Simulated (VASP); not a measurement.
# CuCl (R3m) in VASP: relaxation of shape and atoms at fixed volume with PBE

Aim: the relaxation of shape and atoms at fixed volume of CuCl with PBE.

Program: VASP 6.6.1. These are calculated values, not measurements. Logs are shortened: lines on timing, memory, paths and dates and some standing lists are left out, and cuts for length are marked.

**1. The cell of the first run**

The typed cell holds 2 atoms: a = 3.959 Å, b = 3.959 Å, c = 3.959 Å, α = 60.01°, β = 60.01°, γ = 60.01°.

**2. Relaxation of shape and atoms at fixed volume, PBE (21.95 Å³/atom)**

The input, INCAR:

```
SYSTEM = CuCl
PREC = Accurate ; ENCUT = 600
EDIFF = 1E-7 ; ISMEAR = 0
SIGMA = 0.02 ; LREAL = .FALSE.
LASPH = .TRUE. ; NELM = 120
ALGO = Normal ; ISIF = 4
LWAVE = .FALSE. ; LCHARG = .FALSE.
GGA = PE ; IBRION = 2
NSW = 50 ; EDIFFG = -0.01
GGA_COMPAT = .FALSE. ; NELMIN = 4
```

The input, KPOINTS:

```
Automatic mesh
0
G
  12 12 12
  0 0 0
```

The input, POSCAR:

```
CuCl
1.0
    1.9798358554      1.1430587641      3.2326705076
   -1.9798358554      1.1430587641      3.2326705076
    0.0000000000     -2.2861175282      3.2326705076
Cu Cl
1 1
Direct
    0.0085319845      0.0085319845      0.0085319845
    0.7584666855      0.7584666855      0.7584666855
```

Potentials or basis: VASP PAW PBE potentials, release 64 (Cu, Cl).

Launch:

```console
$ cat potpaw_PBE.64/Cu/POTCAR potpaw_PBE.64/Cl/POTCAR > POTCAR
$ mpirun -np 1 vasp_std > vasp.out
```

OUTCAR:

```text
SYSTEM = CuCl
   PREC = Accurate
   ENCUT = 600
   EDIFF = 1E-7
   ISMEAR = 0
   LREAL = .FALSE.
   LASPH = .TRUE.
   NELM = 120
   ISIF = 4
   GGA = PE
   IBRION = 2
   NSW = 50
   EDIFFG = -0.01
   NELMIN = 4

 ion  position               nearest neighbor table
   1  0.009  0.009  0.009-   2 2.42   2 2.42   2 2.42   2 2.43
   2  0.758  0.758  0.758-   1 2.42   1 2.42   1 2.42   1 2.43

  LATTYP: Found a trigonal (rhomboedric) cell.
 ALAT       =     3.9593549933
 COS(alpha) =     0.4999200046

  Lattice vectors:

 A1 = (   1.9798358554,   1.1430587641,   3.2326705076)
 A2 = (  -1.9798358554,   1.1430587641,   3.2326705076)
 A3 = (   0.0000000000,  -2.2861175282,   3.2326705076)

Analysis of symmetry for initial positions (statically):
=====================================================================
 Subroutine PRICEL returns:
 Original cell was already a primitive cell.

 Routine SETGRP: Setting up the symmetry group for a
 trigonal (rhombohedral) supercell.

 Subroutine GETGRP returns: Found  6 space group operations
 (whereof  6 operations were pure point group operations)
 out of a pool of 12 trial point group operations.

The static configuration has the point symmetry C_3v.

Analysis of symmetry for dynamics (positions and initial velocities):
=====================================================================
 Subroutine PRICEL returns:
 Original cell was already a primitive cell.

 Routine SETGRP: Setting up the symmetry group for a
 trigonal (rhombohedral) supercell.

 Subroutine GETGRP returns: Found  6 space group operations
 (whereof  6 operations were pure point group operations)
 out of a pool of 12 trial point group operations.

The dynamic configuration has the point symmetry C_3v.

 Subroutine INISYM returns: Found  6 space group operations
 (whereof  6 operations are pure point group operations),
 and found     1 'primitive' translations

----------------------------------------------------------------------------------------

                                     Primitive cell

  volume of cell :      43.8945

  direct lattice vectors                    reciprocal lattice vectors
     1.979835855  1.143058764  3.232670508     0.252546189  0.145807610  0.103113922
    -1.979835855  1.143058764  3.232670508    -0.252546189  0.145807610  0.103113922
     0.000000000 -2.286117528  3.232670508     0.000000000 -0.291615220  0.103113922

  length of vectors
     3.959354993  3.959354993  3.959354993     0.309308774  0.309308774  0.309308774

  position of ions in fractional coordinates (direct lattice)
     0.008531985  0.008531985  0.008531985
     0.758466685  0.758466685  0.758466685

  ion indices of the primitive-cell ions
   primitive index   ion index
                 1           1
                 2           2

----------------------------------------------------------------------------------------

 KPOINTS: Automatic mesh

Automatic generation of k-mesh.
 Grid dimensions read from file:
 generate k-points for:   12   12   12

 Generating k-lattice:

  Cartesian coordinates                     Fractional coordinates (reciprocal lattice)
     0.021045516  0.012150634  0.008592827     0.083333333  0.000000000  0.000000000
    -0.021045516  0.012150634  0.008592827     0.000000000  0.083333333  0.000000000
     0.000000000 -0.024301268  0.008592827     0.000000000  0.000000000  0.083333333

  Length of vectors
     0.025775731  0.025775731  0.025775731

  Shift w.r.t. Gamma in fractional coordinates (k-lattice)
     0.000000000  0.000000000  0.000000000

 Subroutine IBZKPT returns following result:
 ===========================================

 Found    189 irreducible k-points:

 Following reciprocal coordinates:
            Coordinates               Weight
  0.000000  0.000000  0.000000      1.000000
  0.083333 -0.000000  0.000000      6.000000
  0.166667  0.000000  0.000000      6.000000
  0.250000  0.000000 -0.000000      6.000000
  0.333333 -0.000000 -0.000000      6.000000
  0.416667 -0.000000 -0.000000      6.000000
[... 16 lines left out ...]
  0.500000  0.166667 -0.000000     12.000000
 -0.416667  0.166667  0.000000     12.000000
 [... further k-points ...]
   k-points           NKPTS =    189   k-points in BZ     NKDIM =    189   number of bands    NBANDS=     13
   number of dos      NEDOS =    301   number of ions     NIONS =      2
   total plane-waves  NPLWV =  32768
   dimension x,y,z NGX =    32 NGY =   32 NGZ =   32
   dimension x,y,z NGXF=    64 NGYF=   64 NGZF=   64
   ions per type =               1   1
   NGX,Y,Z   is equivalent  to a cutoff of  13.44, 13.44, 13.44 a.u.
   NGXF,Y,Z  is equivalent  to a cutoff of  26.87, 26.87, 26.87 a.u.
 SYSTEM =  CuCl
   PREC   = accura    normal or accurate (medium, high low for compatibility)
   ISTART =      0    job   : 0-new  1-cont  2-samecut
   ICHARG =      2    charge: 1-file 2-atom 10-const
   ISPIN  =      1    spin polarized calculation?
   LNONCOLLINEAR =      F non collinear calculations
   LSORBIT =      F    spin-orbit coupling
   LASPH  =      T    aspherical Exc in radial PAW
   ENCUT  =  600.0 eV  44.10 Ry    6.64 a.u.   7.91  7.91  7.91*2*pi/ulx,y,z
   NELM   =    120;   NELMIN=  4; NELMDL= -5     # of ELM steps
   EDIFF  = 0.1E-06   stopping-criterion for ELM
   LREAL  =      F    real-space projection
   EDIFFG = -.1E-01   stopping-criterion for IOM
   NSW    =     50    number of steps for IOM
   IBRION =      2    ionic relax: 0-MD 1-quasi-New 2-CG
   NFREE  =      1    steps in history (QN), initial steepest desc. (CG)
   ISIF   =      4    stress and relaxation
   ISYM   =      2    0-nonsym 1-usesym 2-fastsym
   POTIM  = 0.5000    time-step for ionic-motion
   TEBEG  =    0.0;   TEEND  =   0.0 temperature during run
   PSTRESS=    0.0 pullay stress
   NELECT =      18.0000    total number of electrons
   NUPDOWN=      -1.0000    fix difference up-down
   EMIN   =  10.00;   EMAX   =-10.00  energy-range for DOS
   EFERMI =   0.00;   METHOD = LEGACY
   ISMEAR =     0;   SIGMA  =   0.02  broadening in eV -4-tet -1-fermi 0-gaus
   EFERMI_NEDOS =   21; number of points for ismear=-14 and -15
   IALGO  =     38    algorithm
   IMIX   =      4    mixing-type and parameters
     AMIX     =   0.40;   BMIX     =  1.00
     AMIX_MAG =   1.60;   BMIX_MAG =  1.00
  volume/ion in A,a.u.               =      21.95       148.11
  Fermi-wavevector in a.u.,A,eV,Ry     =   1.216267  2.298411 20.127166  1.479305
  Thomas-Fermi vector in A             =   2.351626
   LORBIT       =      0    0 simple, 1 ext, 2 COOP (PROOUT), +10 PAW based schemes
   GGA     = PE    functional components
   LHFCALC =     F    Hartree Fock is set to
   AEXX    =    0.0000 exact exchange contribution
   IVDW    =     0    specifies the selected vdW correction
   LEPSILON=     F    determine dielectric tensor
   LRPA    =     F    only Hartree local field effects (RPA)
 conjugate gradient relaxation of ions
 non-spin polarized calculation
 Gauss-broadening in eV      SIGMA  =   0.02
  energy-cutoff  :      600.00
  volume of cell :       43.89
 maximum number of plane-waves:      1484
   NGX = 15   NGY = 15   NGZ = 15

 number of electron      18.0000007 magnetization

 Free energy of the ion-electron system (eV)
  ---------------------------------------------------
  ext. energy  EPLUGINS =         0.00000000
  ---------------------------------------------------
  free energy    TOTEN  =        -6.29612743 eV

  energy without entropy =       -6.29612743  energy(sigma->0) =       -6.29612743

 E-fermi :   3.0973     XC(G=0):  -8.9152

 val. band max:        2.9362131501   @ k =   0.0000   0.0000   0.0000
 cond. band min:       3.3161559570   @ k =   0.0000   0.0000   0.0000
 fundamental gap:      0.3799428069
 Fermi energy:         3.0973400290

 k-point     1 :       0.0000    0.0000    0.0000
  band No.  band energies     occupation
      1     -13.5954      2.00000
      2      -1.5727      2.00000
      3      -1.5727      2.00000
      4      -1.5710      2.00000
      5       1.7551      2.00000
      6       1.7551      2.00000
      7       2.9355      2.00000
      8       2.9362      2.00000
      9       2.9362      2.00000
     10       3.3162      0.00000
     11       9.6868      0.00000
     12       9.6868      0.00000
     13       9.6883      0.00000

 k-point     2 :       0.0833   -0.0000    0.0000
  band No.  band energies     occupation
      1     -13.5739      2.00000
      2      -1.7042      2.00000
      3      -1.5723      2.00000
      4      -1.5709      2.00000
      5       1.7515      2.00000
      6       1.7515      2.00000
      7       2.7513      2.00000
      8       2.9099      2.00000
      9       2.9105      2.00000
     10       3.6464      0.00000
     11       9.4916      0.00000
     12       9.7703      0.00000
     13       9.7714      0.00000

 k-point     3 :       0.1667    0.0000    0.0000
  band No.  band energies     occupation
      1     -13.5144      2.00000
      2      -2.0318      2.00000
      3      -1.5718      2.00000
      4      -1.5704      2.00000
      5       1.7458      2.00000
      6       1.7458      2.00000
      7       2.5059      2.00000
      8       2.8387      2.00000
      9       2.8390      2.00000
     10       4.2485      0.00000
     11       9.1149      0.00000
     12       9.9664      0.00000
     13       9.9669      0.00000
[... 305 lines left out ...]
 k-point    23 :       0.5000    0.1667   -0.0000
  band No.  band energies     occupation
      1     -13.2295      2.00000
      2      -2.9379      2.00000
      3      -1.8371      2.00000
      4      -1.6144      2.00000
      5       1.7107      2.00000
      6       1.8227      2.00000
      7       1.8749      2.00000
      8       2.3668      2.00000
      9       2.3935      2.00000
     10       6.3300      0.00000
     11       8.6244      0.00000
     12       9.9367      0.00000
     13      10.6475      0.00000

 k-point    24 :      -0.4167    0.1667    0.0000
  band No.  band energies     occupation
      1     -13.2234      2.00000
      2      -2.9420      2.00000
      3      -1.8870      2.00000
      4      -1.5934      2.00000
      5       1.7201      2.00000
      6       1.7829      2.00000
      7       1.9020      2.00000
      8       2.2932      2.00000
      9       2.4533      2.00000
     10       6.3751      0.00000
     11       8.7559      0.00000
     12       9.8728      0.00000
     13      10.5687      0.00000

 [... further k-points ...]

------------------------ aborting loop because EDIFF is reached ----------------------------------------

  FORCE on cell =-STRESS in cart. coord.  units (eV):
  Direction    XX          YY          ZZ          XY          YZ          ZX
  --------------------------------------------------------------------------------------
  -------------------------------------------------------------------------------------
  Total       -0.9703758     -0.9703758     -0.9694891      0.0000000      0.0000000      0.0000000
  in kB      -35.4193103    -35.4193103    -35.3869446      0.0000000      0.0000000      0.0000000
  external PRESSURE =     -35.4085217 kB  Pullay stress =       0.0000000 kB

 VOLUME and BASIS-vectors are now :
 -----------------------------------------------------------------------------
  energy-cutoff  :      600.00
  volume of cell :       43.89
      direct lattice vectors                 reciprocal lattice vectors
     1.979835855  1.143058764  3.232670508     0.252546189  0.145807610  0.103113922
    -1.979835855  1.143058764  3.232670508    -0.252546189  0.145807610  0.103113922
     0.000000000 -2.286117528  3.232670508     0.000000000 -0.291615220  0.103113922

 POSITION                                       TOTAL-FORCE (eV/Angst)
 -----------------------------------------------------------------------------------
      0.00000      0.00000      0.08274         0.000000      0.000000     -0.000561
      0.00000      0.00000      7.35562         0.000000     -0.000000      0.000561
 -----------------------------------------------------------------------------------
    total drift:                               -0.000000     -0.000000     -0.000595

  FREE ENERGIE OF THE ION-ELECTRON SYSTEM (eV)
  ---------------------------------------------------
  free  energy   TOTEN  =        -6.2961274294 eV

  energy  without entropy=       -6.2961274294  energy(sigma->0) =       -6.29612743

 reached required accuracy - stopping structural energy minimisation
```

Run time: 3.6 min. Hardware: 1 thread of Oxide Virtual Turin-like, shared host; peak memory 0.25 GiB.

What came out:

| Quantity | Value |
| --- | --- |
| Free energy | -6.2961 eV |
| Pressure after relaxing | -3.5 GPa |
| Band gap on the k mesh | 0.38 eV |

Final structure:
```yaml
crystal:
  lattice:
    - [1.97984, 1.14306, 3.23267]
    - [-1.97984, 1.14306, 3.23267]
    - [0.00000, -2.28612, 3.23267]
  atoms:
    - { symbol: Cu, position: [0.00853, 0.00853, 0.00853] }
    - { symbol: Cl, position: [0.75847, 0.75847, 0.75847] }
```

Caveat: semilocal functionals underestimate gaps, and a narrow one can read as zero.
